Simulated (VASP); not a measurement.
A run of VASP 6.6.1 is set up as follows.

INCAR

```
PREC     = Accurate       # precision mode
ENCUT    = 520            # plane-wave cutoff, eV
EDIFF    = 1E-8           # SCF threshold, eV
ISMEAR   = 0              # smearing method
SIGMA    = 0.01           # smearing width, eV
LREAL    = F              # projectors in reciprocal space
LASPH    = T              # aspherical terms in the spheres
NELM     = 60             # most SCF steps
ALGO     = Normal         # electronic algorithm
ISIF     = 2              # what is computed and relaxed
LWAVE    = F              # write WAVECAR
LCHARG   = F              # write CHGCAR
GGA      = PS             # functional
ISYM     = 0            
IBRION   = 8              # ionic algorithm
NSW      = 1              # ionic steps
LEPSILON = T              # dielectric tensor by DFPT
KPAR     = 4
```

File KPOINTS:

```
Automatic mesh
0
Gamma
  18 18 16
```

POSCAR

```
C
1.0
    2.1241625556     -1.2263996918     -0.0116898006
    2.1241625556      1.2263996918     -0.0116898006
   -1.3984256435      0.0000000000      3.2234403064
C
2
Direct
    0.8334236879      0.8334236879      0.0002699056
    0.1665763121      0.1665763121      0.9997300944
```

Potentials or basis: VASP PAW PBE potentials, release 64 (C).

Run with:

```bash
$ cat potpaw_PBE.64/C/POTCAR > POTCAR
$ mpirun -np 4 vasp_std > vasp.out
```

Estimate the electronic dielectric tensor (diagonal).

23.43, 23.42, 4.46.

What does it give for the Born charges (mean of the diagonal)?

C -0.00, +0.00 e.

What does it give for the highest phonon frequency at Γ?

1600 cm⁻¹.

Electronic dielectric tensor:
```
23.43  0.00 -0.10
 0.00 23.42  0.00
-0.10  0.00  4.46
```

Caveat: the cell stands under pressure or tension, which shifts response properties.
